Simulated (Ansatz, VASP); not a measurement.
**Mg3Sb2: VASP beside Ansatz**

```xyz
5
Lattice="4.5939 0.0000 0.0000 -2.2969 3.9784 0.0000 0.0000 0.0000 6.9833" Properties=species:S:1:pos:R:3 pbc="T T T"
Mg    0.0000    2.6523    4.4403
Mg    2.2969    1.3261    2.5430
Mg    0.0000    0.0000    0.0000
Sb    0.0000    2.6523    1.5540
Sb    2.2969    1.3261    5.4294
```

Change from the starting cell: strain along c alone, the other axes held, atoms relaxed: -4.0 %.

Alike in both runs: functional PBE; k mesh 12 × 12 × 6; occupations gaussian, width 0.01 eV; no spin polarisation.

Ansatz relaxed the structure, and its values are those at the end. VASP's run is a single point on that final structure, the one shown.

|  | VASP | Ansatz |
| --- | --- | --- |
| version | VASP 6.6.1 | Ansatz 0.2.0 |
| potentials or method | VASP PAW PBE potentials, release 64 (Mg, Sb), cutoff 600 eV | scalar-relativistic, plane waves, PAW |
| valence electrons in the cell | 16 | 60 |

Ansatz gave:

| Quantity | Value |
| --- | --- |
| gap on the k mesh at the Fermi level (eV) | none |
| pressure (GPa) | 1.8 |
| rms of the force components (eV/Å) | 0.002 |

**Question.** Estimate VASP's values.

**Answer.** gap on the k mesh at the Fermi level (eV): none; pressure (GPa): 1.9; rms of the force components (eV/Å): 0.007.

A gap of «none» marks a metal or a gap that the smearing closes. VASP's potentials hold 16 valence electrons a cell and Ansatz's 60, so a difference there can come from the potentials and not from the codes. Ansatz's warnings: stress scf threshold loose.

Neither program's run includes spin-orbit coupling.
